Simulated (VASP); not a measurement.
# H (Cmcm) in VASP: notebook

Runs on H. Level: LDA. Tasks: single point.

All numbers are computed with VASP 6.6.1; they aren't measurements. Logs are shortened: lines on timing, memory, paths and dates and some standing lists are left out, and cuts for length are marked.

## Step 1: The cell of the first run

The structure is orthorhombic, space group Cmcm (No. 63). Conventional cell: a = 3.297 Å, b = 5.463 Å, c = 6.314 Å, α = 90.00°, β = 90.00°, γ = 90.00°. H (site symmetry m) has 1 H at 0.74 Å within 1.0 Å.

## Step 2: Single point, LDA

INCAR reads:

```
ALGO     = Normal         # electronic algorithm
EDIFF    = 1E-6           # SCF threshold, eV
ENCUT    = 520            # plane-wave cutoff, eV
ISIF     = 2              # what is computed and relaxed
ISMEAR   = 0              # smearing method
LASPH    = T              # aspherical terms in the spheres
LCHARG   = T              # write CHGCAR
LELF     = T              # ELF
LREAL    = F              # projectors in reciprocal space
LVHAR    = T            
LWAVE    = F              # write WAVECAR
NBANDS   = 10             # bands
NELM     = 80             # most SCF steps
PREC     = Accurate       # precision mode
SIGMA    = 0.05           # smearing width, eV
```

KPOINTS reads:

```
k-points
0
Gamma
  8 8 4
```

POSCAR reads:

```
H
1.0
    1.6485318600     -2.7316882300      0.0000000000
    1.6485318600      2.7316882300      0.0000000000
    0.0000000000      0.0000000000      6.3137686200
H
4
Direct
    0.5678085000      0.4321915000      0.9995149500
    0.4321915000      0.5678085000      0.0004850500
    0.4321915000      0.5678085000      0.4995149500
    0.5678085000      0.4321915000      0.5004850500
```

Potentials or basis: VASP PAW LDA potentials, release 64 (H).

On the command line:

```sh
$ cat potpaw_LDA.64/H/POTCAR > POTCAR
$ mpirun -np 1 vasp_std > vasp.out
```

OUTCAR:

```text
EDIFF = 1E-6
   ENCUT = 520
   ISIF = 2
   ISMEAR = 0
   LASPH = T
   LREAL = F
   NELM = 80
   PREC = Accurate

 ion  position               nearest neighbor table
   1  0.568  0.432  1.000-   2 0.74
   2  0.432  0.568  0.000-   1 0.74
   3  0.432  0.568  0.500-   4 0.74
   4  0.568  0.432  0.500-   3 0.74

  LATTYP: Found a base centered orthorhombic cell.
 ALAT       =     3.2970637200
 B/A-ratio  =     1.6570430310
 C/A-ratio  =     1.9149671211

  Lattice vectors:

 A1 = (   1.6485318600,  -2.7316882300,   0.0000000000)
 A2 = (   1.6485318600,   2.7316882300,   0.0000000000)
 A3 = (   0.0000000000,   0.0000000000,   6.3137686200)

Analysis of symmetry for initial positions (statically):
=====================================================================
 Subroutine PRICEL returns:
 Original cell was already a primitive cell.

 Routine SETGRP: Setting up the symmetry group for a
 base centered orthorhombic supercell.

 Subroutine GETGRP returns: Found  8 space group operations
 (whereof  4 operations were pure point group operations)
 out of a pool of  8 trial point group operations.

The static configuration has the point symmetry C_2h.
 The point group associated with its full space group is D_2h.

Analysis of symmetry for dynamics (positions and initial velocities):
=====================================================================
 Subroutine PRICEL returns:
 Original cell was already a primitive cell.

 Routine SETGRP: Setting up the symmetry group for a
 base centered orthorhombic supercell.

 Subroutine GETGRP returns: Found  8 space group operations
 (whereof  4 operations were pure point group operations)
 out of a pool of  8 trial point group operations.

The dynamic configuration has the point symmetry C_2h.
 The point group associated with its full space group is D_2h.

 Subroutine INISYM returns: Found  8 space group operations
 (whereof  4 operations are pure point group operations),
 and found     1 'primitive' translations

----------------------------------------------------------------------------------------

                                     Primitive cell

  volume of cell :      56.8653

  direct lattice vectors                    reciprocal lattice vectors
     1.648531860 -2.731688230  0.000000000     0.303300174 -0.183036993  0.000000000
     1.648531860  2.731688230  0.000000000     0.303300174  0.183036993  0.000000000
     0.000000000  0.000000000  6.313768620     0.000000000  0.000000000  0.158384011

  length of vectors
     3.190576418  3.190576418  6.313768620     0.354250669  0.354250669  0.158384011

  position of ions in fractional coordinates (direct lattice)
     0.567808500  0.432191500  0.999514950
     0.432191500  0.567808500  0.000485050
     0.432191500  0.567808500  0.499514950
     0.567808500  0.432191500  0.500485050

  ion indices of the primitive-cell ions
   primitive index   ion index
                 1           1
                 2           2
                 3           3
                 4           4

----------------------------------------------------------------------------------------

 KPOINTS: k-points

Automatic generation of k-mesh.
 Grid dimensions read from file:
 generate k-points for:    8    8    4

 Generating k-lattice:

  Cartesian coordinates                     Fractional coordinates (reciprocal lattice)
     0.037912522 -0.022879624  0.000000000     0.125000000  0.000000000  0.000000000
     0.037912522  0.022879624  0.000000000     0.000000000  0.125000000  0.000000000
     0.000000000  0.000000000  0.039596003     0.000000000  0.000000000  0.250000000

  Length of vectors
     0.044281334  0.044281334  0.039596003

  Shift w.r.t. Gamma in fractional coordinates (k-lattice)
     0.000000000  0.000000000  0.000000000

 Subroutine IBZKPT returns following result:
 ===========================================

 Found     63 irreducible k-points:

 Following reciprocal coordinates:
            Coordinates               Weight
  0.000000  0.000000  0.000000      1.000000
  0.125000  0.000000  0.000000      4.000000
  0.250000  0.000000  0.000000      4.000000
  0.375000  0.000000  0.000000      4.000000
  0.500000  0.000000  0.000000      2.000000
  0.125000  0.125000  0.000000      2.000000
[... 16 lines left out ...]
  0.125000  0.000000  0.250000      8.000000
  0.250000  0.000000  0.250000      8.000000
 [... further k-points ...]
   k-points           NKPTS =     63   k-points in BZ     NKDIM =     63   number of bands    NBANDS=     10
   number of dos      NEDOS =    301   number of ions     NIONS =      4
   total plane-waves  NPLWV =  27648
   dimension x,y,z NGX =    24 NGY =   24 NGZ =   48
   dimension x,y,z NGXF=    48 NGYF=   48 NGZF=   96
   ions per type =               4
   NGX,Y,Z   is equivalent  to a cutoff of  12.51, 12.51, 12.64 a.u.
   NGXF,Y,Z  is equivalent  to a cutoff of  25.01, 25.01, 25.28 a.u.
 SYSTEM =  unknown system
   PREC   = accura    normal or accurate (medium, high low for compatibility)
   ISTART =      0    job   : 0-new  1-cont  2-samecut
   ICHARG =      2    charge: 1-file 2-atom 10-const
   ISPIN  =      1    spin polarized calculation?
   LNONCOLLINEAR =      F non collinear calculations
   LSORBIT =      F    spin-orbit coupling
   LASPH  =      T    aspherical Exc in radial PAW
   ENCUT  =  520.0 eV  38.22 Ry    6.18 a.u.   5.93  5.93 11.74*2*pi/ulx,y,z
   NELM   =     80;   NELMIN=  2; NELMDL= -5     # of ELM steps
   EDIFF  = 0.1E-05   stopping-criterion for ELM
   LREAL  =      F    real-space projection
   EDIFFG = 0.1E-04   stopping-criterion for IOM
   NSW    =      0    number of steps for IOM
   IBRION =     -1    ionic relax: 0-MD 1-quasi-New 2-CG
   NFREE  =      0    steps in history (QN), initial steepest desc. (CG)
   ISIF   =      2    stress and relaxation
   ISYM   =      2    0-nonsym 1-usesym 2-fastsym
   POTIM  = 0.5000    time-step for ionic-motion
   TEBEG  =    0.0;   TEEND  =   0.0 temperature during run
   PSTRESS=    0.0 pullay stress
   NELECT =       4.0000    total number of electrons
   NUPDOWN=      -1.0000    fix difference up-down
   EMIN   =  10.00;   EMAX   =-10.00  energy-range for DOS
   EFERMI =   0.00;   METHOD = LEGACY
   ISMEAR =     0;   SIGMA  =   0.05  broadening in eV -4-tet -1-fermi 0-gaus
   EFERMI_NEDOS =   21; number of points for ismear=-14 and -15
   IALGO  =     38    algorithm
   IMIX   =      4    mixing-type and parameters
     AMIX     =   0.40;   BMIX     =  1.00
     AMIX_MAG =   1.60;   BMIX_MAG =  1.00
  volume/ion in A,a.u.               =      14.22        95.94
  Fermi-wavevector in a.u.,A,eV,Ry     =   0.675791  1.277060  6.213693  0.456694
  Thomas-Fermi vector in A             =   1.752912
   LORBIT       =      0    0 simple, 1 ext, 2 COOP (PROOUT), +10 PAW based schemes
   GGA     = CA    functional components
   LHFCALC =     F    Hartree Fock is set to
   AEXX    =    0.0000 exact exchange contribution
   IVDW    =     0    specifies the selected vdW correction
   LEPSILON=     F    determine dielectric tensor
   LRPA    =     F    only Hartree local field effects (RPA)
 non-spin polarized calculation
 Gauss-broadening in eV      SIGMA  =   0.05
  energy-cutoff  :      520.00
  volume of cell :       56.87
 maximum number of plane-waves:      1546
   NGX = 11   NGY = 11   NGZ = 23

 number of electron       3.9999998 magnetization

 Free energy of the ion-electron system (eV)
  ---------------------------------------------------
  ext. energy  EPLUGINS =         0.00000000
  ---------------------------------------------------
  free energy    TOTEN  =       -13.48926417 eV

  energy without entropy =      -13.48926417  energy(sigma->0) =      -13.48926417

 E-fermi :  -8.2068     XC(G=0):  -5.3067

 val. band max:       -8.4562102301   @ k =   0.3750   0.3750   0.0000
 cond. band min:      -0.6578134998   @ k =   0.5000   0.5000   0.0000
 fundamental gap:      7.7983967303
 Fermi energy:        -8.2068304991

 k-point     1 :       0.0000    0.0000    0.0000
  band No.  band energies     occupation
      1     -10.4920      2.00000
      2      -9.7329      2.00000
      3       0.2329      0.00000
      4       3.4231      0.00000
      5       7.9968      0.00000
      6       8.1459      0.00000
      7       9.0166      0.00000
      8       9.6238      0.00000
      9      12.2421      0.00000
     10      12.4904      0.00000

 k-point     2 :       0.1250    0.0000    0.0000
  band No.  band energies     occupation
      1     -10.3408      2.00000
      2      -9.6056      2.00000
      3       0.5214      0.00000
      4       3.0528      0.00000
      5       6.5696      0.00000
      6       7.5888      0.00000
      7       9.3852      0.00000
      8       9.8976      0.00000
      9      10.6440      0.00000
     10      12.5361      0.00000

 k-point     3 :       0.2500    0.0000    0.0000
  band No.  band energies     occupation
      1      -9.9410      2.00000
      2      -9.2748      2.00000
      3       1.3815      0.00000
      4       1.9643      0.00000
      5       4.5890      0.00000
      6       6.9059      0.00000
      7       9.0331      0.00000
      8       9.2005      0.00000
      9      10.7027      0.00000
     10      10.8836      0.00000

 k-point     4 :       0.3750    0.0000    0.0000
  band No.  band energies     occupation
      1      -9.4762      2.00000
      2      -8.9024      2.00000
      3       0.7344      0.00000
      4       2.7790      0.00000
      5       3.0799      0.00000
      6       6.7281      0.00000
      7       7.7559      0.00000
      8       7.7826      0.00000
      9       8.9101      0.00000
     10      11.1231      0.00000
[... 222 lines left out ...]
 k-point    22 :       0.0000    0.0000    0.2500
  band No.  band energies     occupation
      1     -10.3939      2.00000
      2      -9.8597      2.00000
      3       0.6713      0.00000
      4       2.9428      0.00000
      5       7.9498      0.00000
      6       8.2566      0.00000
      7       8.6181      0.00000
      8       8.8723      0.00000
      9      12.6865      0.00000
     10      14.0192      0.00000

 k-point    23 :       0.1250    0.0000    0.2500
  band No.  band energies     occupation
      1     -10.2454      2.00000
      2      -9.7279      2.00000
      3       0.9288      0.00000
      4       2.7721      0.00000
      5       6.5070      0.00000
      6       7.1798      0.00000
      7       8.8796      0.00000
      8       9.2163      0.00000
      9      11.6852      0.00000
     10      13.2555      0.00000

 k-point    24 :       0.2500    0.0000    0.2500
  band No.  band energies     occupation
      1      -9.8534      2.00000
      2      -9.3839      2.00000
      3       1.6400      0.00000
      4       2.0129      0.00000
      5       4.5956      0.00000
      6       6.3604      0.00000
      7       8.5313      0.00000
      8       8.9690      0.00000
      9      10.2026      0.00000
     10      10.9681      0.00000

 [... further k-points ...]
[... 5 lines left out ...]
  --------------------------------------------------------------------------------------
  -------------------------------------------------------------------------------------
  Total       -0.2110054      1.1590447     -0.1515852      0.0000000      0.0000000      0.0000000
  in kB       -5.9450703     32.6560499     -4.2709071      0.0000000      0.0000000      0.0000000
  external PRESSURE =       7.4800242 kB  Pullay stress =       0.0000000 kB

 VOLUME and BASIS-vectors are now :
 -----------------------------------------------------------------------------
  energy-cutoff  :      520.00
  volume of cell :       56.87
      direct lattice vectors                 reciprocal lattice vectors
     1.648531860 -2.731688230  0.000000000     0.303300174 -0.183036993  0.000000000
     1.648531860  2.731688230  0.000000000     0.303300174  0.183036993  0.000000000
     0.000000000  0.000000000  6.313768620     0.000000000  0.000000000  0.158384011

 POSITION                                       TOTAL-FORCE (eV/Angst)
 -----------------------------------------------------------------------------------
      1.64853     -0.37046      6.31071         0.000000     -0.979578     -0.008323
      1.64853      0.37046      0.00306         0.000000      0.979578      0.008323
      1.64853      0.37046      3.15382         0.000000      0.979578     -0.008323
      1.64853     -0.37046      3.15995         0.000000     -0.979578      0.008323
 -----------------------------------------------------------------------------------
    total drift:                                0.000000      0.000000      0.000000

  FREE ENERGIE OF THE ION-ELECTRON SYSTEM (eV)
  ---------------------------------------------------
  free  energy   TOTEN  =       -13.4892641694 eV

  energy  without entropy=      -13.4892641694  energy(sigma->0) =      -13.48926417
```

Run time: 18 s. Hardware: 1 thread of Intel Xeon Platinum 8488C (Sapphire Rapids), shared host; peak memory 0.15 GiB.

What came out:

| Item | Value |
| --- | --- |
| Free energy | -13.4893 eV |
| Pressure | 0.7 GPa |
| Largest force | 0.980 eV/Å |
| Band gap on the k mesh | 7.80 eV |

Forces on the atoms (eV/Å):
```
H    0.000 -0.980 -0.008
H    0.000  0.980  0.008
H    0.000  0.980 -0.008
H    0.000 -0.980  0.008
```

A k mesh can miss the band edges. A hybrid or GW would open this gap; LDA tends to underestimate it.

(Continued in part 2 of 2.)
